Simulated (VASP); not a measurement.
A run of VASP 6.6.1:

File INCAR:

```
SYSTEM = SiSbTe3
  PREC = Accurate
  ENCUT = 520
  EDIFF = 1E-6
  ISMEAR = 0
  SIGMA = 0.1
  LREAL = .FALSE.
  LASPH = .TRUE.
  NELM = 100
  ALGO = Normal
  ISIF = 2
  LWAVE = .FALSE.
  LCHARG = .FALSE.
  GGA = PE
  NBANDS = 22
```

Contents of KPOINTS:

```
regular mesh
0
G
  4 4 4
  0 0 0
```

File POSCAR:

```
SiSbTe3
1.0
    5.2010171100      0.0000000000      0.0000000000
    0.0000000000      5.2010171100      0.0000000000
    0.0000000000      0.0000000000      5.2010171100
Si Sb Te
1 1 3
Direct
    0.5000000000      0.5000000000      0.5000000000
    0.0000000000      0.0000000000      0.0000000000
    0.5000000000      0.0000000000      0.0000000000
    0.0000000000      0.5000000000      0.0000000000
    0.0000000000      0.0000000000      0.5000000000
```

Potentials or basis: VASP PAW PBE potentials, release 64 (Si, Sb, Te).

Command:

```sh
$ cat potpaw_PBE.64/Si/POTCAR potpaw_PBE.64/Sb/POTCAR potpaw_PBE.64/Te/POTCAR > POTCAR
$ mpirun -np 1 vasp_std > vasp.out
```

Hardware: 1 thread of Intel(R) Xeon(R) 6975P-C (Granite Rapids), on a shared host.

Problem. Estimate the wall time of this run.

Solution. Run time: 14 s on 1 thread of Intel(R) Xeon(R) 6975P-C (Granite Rapids) (shared host), peak memory 0.25 GiB. Counts: scf iterations 13, k points 10.
